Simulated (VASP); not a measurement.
# Ni (Fd-3m) in VASP: further runs

Runs on Ni. Level: PBE. Tasks: single point.

Everything below comes from runs of VASP 6.6.1. Logs are shortened: lines on timing, memory, paths and dates and some standing lists are left out, and cuts for length are marked.

**1. The cell of the first run**

Symmetry: Fd-3m, No. 227, cubic system. Conventional cell: a = 5.028 Å, b = 5.028 Å, c = 5.028 Å, α = 90.00°, β = 90.00°, γ = 90.00°. Within 2.9 Å of Ni (site symmetry -43m) lie 4 Ni at 2.18 Å.

**2. Single point, PBE (volume scaled by 0.96)**

The input, INCAR:

```
SYSTEM = Ni
ALGO = Normal
EDIFF = 1E-6
ENCUT = 520
GGA = PE
ISIF = 2
ISMEAR = -1
LASPH = .True.
LCHARG = .False.
LREAL = .False.
LWAVE = .False.
NBANDS = 17
NELM = 80
PREC = Accurate
SIGMA = 0.1
```

The input, KPOINTS:

```
k-points
0
Gamma
  12 12 12
  0 0 0
```

The input, POSCAR:

```
Ni
1.0
    0.0000000000      2.5140443697      2.5140443697
    2.5140443697      0.0000000000      2.5140443697
    2.5140443697      2.5140443697      0.0000000000
Ni
2
Direct
    0.1250000000      0.1250000000      0.1250000000
    0.8750000000      0.8750000000      0.8750000000
```

Potentials or basis: VASP PAW PBE potentials, release 64 (Ni).

The run is started by

```console
cat potpaw_PBE.64/Ni/POTCAR > POTCAR
mpirun -np 1 vasp_std > vasp.out
```

OUTCAR:

```text
SYSTEM = Ni
   EDIFF = 1E-6
   ENCUT = 520
   GGA = PE
   ISIF = 2
   ISMEAR = -1
   LASPH = .True.
   LREAL = .False.
   NELM = 80
   PREC = Accurate

 ion  position               nearest neighbor table
   1  0.125  0.125  0.125-   2 2.18   2 2.18   2 2.18   2 2.18
   2  0.875  0.875  0.875-   1 2.18   1 2.18   1 2.18   1 2.18

  LATTYP: Found a face centered cubic cell.
 ALAT       =     5.0280887394

  Lattice vectors:

 A1 = (   0.0000000000,   2.5140443697,   2.5140443697)
 A2 = (   2.5140443697,   0.0000000000,   2.5140443697)
 A3 = (   2.5140443697,   2.5140443697,   0.0000000000)

Analysis of symmetry for initial positions (statically):
=====================================================================
 Subroutine PRICEL returns:
 Original cell was already a primitive cell.

 Routine SETGRP: Setting up the symmetry group for a
 face centered cubic supercell.

 Subroutine GETGRP returns: Found 48 space group operations
 (whereof 12 operations were pure point group operations)
 out of a pool of 48 trial point group operations.

The static configuration has the point symmetry D_3d.
 The point group associated with its full space group is O_h .

Analysis of symmetry for dynamics (positions and initial velocities):
=====================================================================
 Subroutine PRICEL returns:
 Original cell was already a primitive cell.

 Routine SETGRP: Setting up the symmetry group for a
 face centered cubic supercell.

 Subroutine GETGRP returns: Found 48 space group operations
 (whereof 12 operations were pure point group operations)
 out of a pool of 48 trial point group operations.

The dynamic configuration has the point symmetry D_3d.
 The point group associated with its full space group is O_h .

 Subroutine INISYM returns: Found 48 space group operations
 (whereof 12 operations are pure point group operations),
 and found     1 'primitive' translations

----------------------------------------------------------------------------------------

                                     Primitive cell

  volume of cell :      31.7796

  direct lattice vectors                    reciprocal lattice vectors
     0.000000000  2.514044370  2.514044370    -0.198882727  0.198882727  0.198882727
     2.514044370  0.000000000  2.514044370     0.198882727 -0.198882727  0.198882727
     2.514044370  2.514044370  0.000000000     0.198882727  0.198882727 -0.198882727

  length of vectors
     3.555395644  3.555395644  3.555395644     0.344474988  0.344474988  0.344474988

  position of ions in fractional coordinates (direct lattice)
     0.125000000  0.125000000  0.125000000
     0.875000000  0.875000000  0.875000000

  ion indices of the primitive-cell ions
   primitive index   ion index
                 1           1
                 2           2

----------------------------------------------------------------------------------------

 KPOINTS: k-points

Automatic generation of k-mesh.
 Grid dimensions read from file:
 generate k-points for:   12   12   12

 Generating k-lattice:

  Cartesian coordinates                     Fractional coordinates (reciprocal lattice)
    -0.016573561  0.016573561  0.016573561     0.083333333  0.000000000  0.000000000
     0.016573561 -0.016573561  0.016573561     0.000000000  0.083333333  0.000000000
     0.016573561  0.016573561 -0.016573561     0.000000000  0.000000000  0.083333333

  Length of vectors
     0.028706249  0.028706249  0.028706249

  Shift w.r.t. Gamma in fractional coordinates (k-lattice)
     0.000000000  0.000000000  0.000000000

 Subroutine IBZKPT returns following result:
 ===========================================

 Found     72 irreducible k-points:

 Following reciprocal coordinates:
            Coordinates               Weight
  0.000000  0.000000  0.000000      1.000000
  0.083333  0.000000  0.000000      8.000000
  0.166667  0.000000  0.000000      8.000000
  0.250000  0.000000  0.000000      8.000000
  0.333333  0.000000  0.000000      8.000000
  0.416667  0.000000  0.000000      8.000000
[... 16 lines left out ...]
  0.500000  0.166667  0.000000     24.000000
 -0.416667  0.166667  0.000000     24.000000
 [... further k-points ...]
   k-points           NKPTS =     72   k-points in BZ     NKDIM =     72   number of bands    NBANDS=     17
   number of dos      NEDOS =    301   number of ions     NIONS =      2
   total plane-waves  NPLWV =  21952
   dimension x,y,z NGX =    28 NGY =   28 NGZ =   28
   dimension x,y,z NGXF=    56 NGYF=   56 NGZF=   56
   ions per type =               2
   NGX,Y,Z   is equivalent  to a cutoff of  13.09, 13.09, 13.09 a.u.
   NGXF,Y,Z  is equivalent  to a cutoff of  26.18, 26.18, 26.18 a.u.
 SYSTEM =  Ni
   PREC   = accura    normal or accurate (medium, high low for compatibility)
   ISTART =      0    job   : 0-new  1-cont  2-samecut
   ICHARG =      2    charge: 1-file 2-atom 10-const
   ISPIN  =      1    spin polarized calculation?
   LNONCOLLINEAR =      F non collinear calculations
   LSORBIT =      F    spin-orbit coupling
   LASPH  =      T    aspherical Exc in radial PAW
   ENCUT  =  520.0 eV  38.22 Ry    6.18 a.u.   6.61  6.61  6.61*2*pi/ulx,y,z
   NELM   =     80;   NELMIN=  2; NELMDL= -5     # of ELM steps
   EDIFF  = 0.1E-05   stopping-criterion for ELM
   LREAL  =      F    real-space projection
   EDIFFG = 0.1E-04   stopping-criterion for IOM
   NSW    =      0    number of steps for IOM
   IBRION =     -1    ionic relax: 0-MD 1-quasi-New 2-CG
   NFREE  =      0    steps in history (QN), initial steepest desc. (CG)
   ISIF   =      2    stress and relaxation
   ISYM   =      2    0-nonsym 1-usesym 2-fastsym
   POTIM  = 0.5000    time-step for ionic-motion
   TEBEG  =    0.0;   TEEND  =   0.0 temperature during run
   PSTRESS=    0.0 pullay stress
   NELECT =      20.0000    total number of electrons
   NUPDOWN=      -1.0000    fix difference up-down
   EMIN   =  10.00;   EMAX   =-10.00  energy-range for DOS
   EFERMI =   0.00;   METHOD = LEGACY
   ISMEAR =    -1;   SIGMA  =   0.10  broadening in eV -4-tet -1-fermi 0-gaus
   EFERMI_NEDOS =   21; number of points for ismear=-14 and -15
   IALGO  =     38    algorithm
   IMIX   =      4    mixing-type and parameters
     AMIX     =   0.40;   BMIX     =  1.00
     AMIX_MAG =   1.60;   BMIX_MAG =  1.00
  volume/ion in A,a.u.               =      15.89       107.23
  Fermi-wavevector in a.u.,A,eV,Ry     =   1.402927  2.651149 26.779062  1.968206
  Thomas-Fermi vector in A             =   2.525640
   LORBIT       =      0    0 simple, 1 ext, 2 COOP (PROOUT), +10 PAW based schemes
   GGA     = PE    functional components
   LHFCALC =     F    Hartree Fock is set to
   AEXX    =    0.0000 exact exchange contribution
   IVDW    =     0    specifies the selected vdW correction
   LEPSILON=     F    determine dielectric tensor
   LRPA    =     F    only Hartree local field effects (RPA)
 non-spin polarized calculation
  energy-cutoff  :      520.00
  volume of cell :       31.78
 maximum number of plane-waves:       881
   NGX = 13   NGY = 13   NGZ = 13

 number of electron      19.9999983 magnetization

 Free energy of the ion-electron system (eV)
  ---------------------------------------------------
  ext. energy  EPLUGINS =         0.00000000
  ---------------------------------------------------
  free energy    TOTEN  =        -8.46935105 eV

  energy without entropy =       -8.26092908  energy(sigma->0) =       -8.36514007

 E-fermi :   4.9321     XC(G=0): -10.8645

 val. band max:        4.9307822595   @ k =  -0.3333   0.3333   0.0000
 cond. band min:       4.9363142685   @ k =   0.2500   0.1667   0.0833
 fundamental gap:      0.0055320090
 Fermi energy:         4.9320549764

 k-point     1 :       0.0000    0.0000    0.0000
  band No.  band energies     occupation
      1      -1.6524      2.00000
      2       2.2159      2.00000
      3       2.2159      2.00000
      4       2.2790      2.00000
      5       2.2790      2.00000
      6       2.2790      2.00000
[... 9 lines left out ...]
     16      17.7160      0.00000
     17      17.7160      0.00000

 k-point     2 :       0.0833    0.0000    0.0000
  band No.  band energies     occupation
      1      -1.5242      2.00000
      2       2.1289      2.00000
      3       2.1289      2.00000
      4       2.2842      2.00000
      5       2.3923      2.00000
      6       2.3923      2.00000
[... 9 lines left out ...]
     16      18.5908      0.00000
     17      18.5908      0.00000

 k-point     3 :       0.1667    0.0000    0.0000
  band No.  band energies     occupation
      1      -1.1467      2.00000
      2       2.0630      2.00000
      3       2.0630      2.00000
      4       2.3045      2.00000
      5       2.5195      2.00000
      6       2.5195      2.00000
[... 9 lines left out ...]
     16      19.4419      0.00000
     17      19.4419      0.00000

 k-point     4 :       0.2500    0.0000    0.0000
  band No.  band energies     occupation
      1      -0.5457      2.00000
      2       2.0515      2.00000
      3       2.0515      2.00000
      4       2.3481      2.00000
      5       2.5831      2.00000
      6       2.5831      2.00000
[... 9 lines left out ...]
     16      19.1533      0.00000
     17      19.1533      0.00000

 k-point     5 :       0.3333    0.0000    0.0000
  band No.  band energies     occupation
      1       0.2136      2.00000
      2       2.0952      2.00000
      3       2.0952      2.00000
      4       2.3990      2.00000
      5       2.5519      2.00000
      6       2.5519      2.00000
[... 9 lines left out ...]
     16      18.5542      0.00000
     17      18.5542      0.00000

 k-point     6 :       0.4167    0.0000    0.0000
  band No.  band energies     occupation
      1       0.9678      2.00000
      2       2.1862      2.00000
      3       2.1862      2.00000
      4       2.3645      2.00000
      5       2.4486      2.00000
      6       2.4486      2.00000
[... 9 lines left out ...]
     16      18.1484      0.00000
     17      18.1484      0.00000

 k-point     7 :       0.5000    0.0000    0.0000
  band No.  band energies     occupation
      1       1.3419      2.00000
      2       2.2737      2.00000
      3       2.2886      2.00000
      4       2.2886      2.00000
      5       2.3381      2.00000
      6       2.3381      2.00000
[... 9 lines left out ...]
     16      18.0090      0.00000
     17      18.0090      0.00000

 k-point     8 :       0.0833    0.0833    0.0000
  band No.  band energies     occupation
      1      -1.4813      2.00000
      2       2.0327      2.00000
      3       2.2636      2.00000
      4       2.2900      2.00000
      5       2.2900      2.00000
      6       2.4715      2.00000
[... 9 lines left out ...]
     16      19.5146      0.00000
     17      19.6709      0.00000
[... 203 lines left out ...]
      1      -0.9751      2.00000
      2       1.8432      2.00000
      3       2.3150      2.00000
      4       2.3150      2.00000
      5       2.4033      2.00000
      6       2.6913      2.00000
[... 9 lines left out ...]
     16      17.2503      0.00000
     17      21.9788      0.00000

 k-point    20 :       0.2500    0.1667    0.0000
  band No.  band energies     occupation
      1      -0.5269      2.00000
      2       1.7819      2.00000
      3       2.3071      2.00000
      4       2.3277      2.00000
      5       2.5090      2.00000
      6       2.7949      2.00000
[... 9 lines left out ...]
     16      16.9523      0.00000
     17      22.3245      0.00000

 k-point    21 :       0.3333    0.1667    0.0000
  band No.  band energies     occupation
      1       0.1179      2.00000
      2       1.7733      2.00000
      3       2.3153      2.00000
      4       2.3354      2.00000
      5       2.5586      2.00000
      6       2.8263      2.00000
[... 9 lines left out ...]
     16      18.2029      0.00000
     17      21.6701      0.00000

 k-point    22 :       0.4167    0.1667    0.0000
  band No.  band energies     occupation
      1       0.8583      2.00000
      2       1.8041      2.00000
      3       2.3154      2.00000
      4       2.3175      2.00000
      5       2.5687      2.00000
      6       2.7649      2.00000
[... 9 lines left out ...]
     16      19.7674      0.00000
     17      20.8584      0.00000

 k-point    23 :       0.5000    0.1667    0.0000
  band No.  band energies     occupation
      1       1.4771      2.00000
      2       1.8286      2.00000
      3       2.2459      2.00000
      4       2.2644      2.00000
      5       2.6250      2.00000
      6       2.6890      2.00000
[... 9 lines left out ...]
     16      20.2054      0.00000
     17      20.7208      0.00000

 k-point    24 :      -0.4167    0.1667    0.0000
  band No.  band energies     occupation
      1       1.5471      2.00000
      2       1.9478      2.00000
      3       2.1284      2.00000
      4       2.2602      2.00000
      5       2.5838      2.00000
      6       2.7293      2.00000
[... 9 lines left out ...]
     16      19.7435      0.00000
     17      20.6469      0.00000

 [... further k-points ...]
[... 5 lines left out ...]
  --------------------------------------------------------------------------------------
  -------------------------------------------------------------------------------------
  Total        0.7894359      0.7894359      0.7894359      0.0000000      0.0000000      0.0000000
  in kB       39.7995937     39.7995937     39.7995937      0.0000000      0.0000000      0.0000000
  external PRESSURE =      39.7995937 kB  Pullay stress =       0.0000000 kB

 VOLUME and BASIS-vectors are now :
 -----------------------------------------------------------------------------
  energy-cutoff  :      520.00
  volume of cell :       31.78
      direct lattice vectors                 reciprocal lattice vectors
     0.000000000  2.514044370  2.514044370    -0.198882727  0.198882727  0.198882727
     2.514044370  0.000000000  2.514044370     0.198882727 -0.198882727  0.198882727
     2.514044370  2.514044370  0.000000000     0.198882727  0.198882727 -0.198882727

 POSITION                                       TOTAL-FORCE (eV/Angst)
 -----------------------------------------------------------------------------------
      0.62851      0.62851      0.62851         0.000000      0.000000      0.000000
      4.39958      4.39958      4.39958        -0.000000     -0.000000     -0.000000
 -----------------------------------------------------------------------------------
    total drift:                                0.000000      0.000000     -0.000000

  FREE ENERGIE OF THE ION-ELECTRON SYSTEM (eV)
  ---------------------------------------------------
  free  energy   TOTEN  =        -8.4693510495 eV

  energy  without entropy=       -8.2609290840  energy(sigma->0) =       -8.36514007
```

It took 30 s on 1 thread of Intel Xeon Platinum 8259CL at 2.50GHz (Skylake/Cascade Lake), shared host; peak memory 0.17 GiB.

Results:

```yaml
Free_energy: -8.4694 eV
Pressure: 4.0 GPa
Band_gap_on_the_k_mesh: zero (band 10 reaches 5.01 eV, above the bottom of band 11 at 4.70 eV)
```

Caveat: the run has no spin polarisation, though such a crystal can be magnetic.

(Continued in part 2 of 2.)
